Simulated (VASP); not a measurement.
Lu: single point with PBE

Lu:

```
Lu
1.0
     3.50708    0.00000    0.00000
    -1.75354    3.03722    0.00000
     0.00000    0.00000    5.47729
Lu
2
Direct
  0.33333 0.66667 0.25000
  0.66667 0.33333 0.75000
```

| Item | Value |
| --- | --- |
| Program | VASP 6.6.1 |
| Task | single point |
| Functional | PBE |
| Potentials or basis | VASP PAW PBE potentials, release 64 (Lu) |
| Cutoff | 520 eV |
| k mesh | 10 × 10 × 6 |
| Occupations | gaussian, width 0.6 eV |
| Spin | no spin polarisation |
| Dipole correction | no |
| Further INCAR settings | ALGO = Normal; EDIFF = 1e-06; NBANDS = 32 |

```json
{
 "Pressure": "0.9 GPa",
 "Band gap on the k mesh": "zero (band 25 reaches 3.43 eV, above the bottom of band 26 at 1.60 eV)"
}
```

Stress tensor (GPa, compression positive):
```
0.60 0.00 0.00
0.00 0.60 0.00
0.00 0.00 1.40
```

Levels at points of the mesh, in eV from the Fermi level:
| k point | band 23 | band 24 | band 25 | band 26 | band 27 | band 28 |
| --- | --- | --- | --- | --- | --- | --- |
| (0.00, 0.00, 0.00) | -4.85 | -2.39 | 0.65 | 2.19 | 2.19 | 2.61 |
| (0.50, 0.00, 0.00) | -2.35 | -1.39 | -0.84 | -0.37 | 1.59 | 1.85 |
| (0.00, 0.00, 0.50) | -4.36 | -4.36 | 1.21 | 1.21 | 2.09 | 2.09 |
| (0.50, 0.00, 0.50) | -2.10 | -2.10 | 0.10 | 0.10 | 1.36 | 1.36 |

It took 93 s on 1 thread of Oxide Virtual Turin-like Processor, on a shared host, peak memory 0.2 GiB.

Caveat: spin-orbit coupling is left out, which moves the levels of the heavy elements.
